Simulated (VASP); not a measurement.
A run of VASP 6.6.1 is set up as follows.

Contents of INCAR:

```
SYSTEM = HCl
  PREC = Accurate
  ENCUT = 520
  EDIFF = 1E-6
  ISMEAR = 0
  SIGMA = 0.15
  LREAL = .False.
  LASPH = .True.
  NELM = 80
  ALGO = Normal
  ISIF = 2
  LWAVE = .False.
  LCHARG = .False.
  GGA = PS
  NBANDS = 11
```

Contents of KPOINTS:

```
regular mesh
0
Gamma
  16 16 16
  0 0 0
```

POSCAR

```
HCl
1.0
    0.0000000000      2.6750000000      2.7693500000
    2.5150000000      0.0000000000      2.7693500000
    2.5150000000      2.6750000000      0.0000000000
H Cl
1 1
Direct
    0.0000000000      0.0000000000      0.0000000000
    0.5000000000      0.5000000000      0.5000000000
```

Potentials or basis: VASP PAW PBE potentials, release 64 (H, Cl).

The run is started by

```console
$ cat potpaw_PBE.64/H/POTCAR potpaw_PBE.64/Cl/POTCAR > POTCAR
$ mpirun -np 1 vasp_std > vasp.out
```

(1) Estimate the pressure.

(2) Estimate the band gap on the k mesh.

Answers

(1) -11.0 GPa.

(2) zero (band 4 reaches -1.63 eV, above the bottom of band 5 at -1.90 eV).

Caveat: the cell differs from its parent crystal (strain -0.0300 x Voigt [0, 0, 1, 0, 0, 0]); the PAW data sets were made with another functional, which shifts forces and pressure a little.
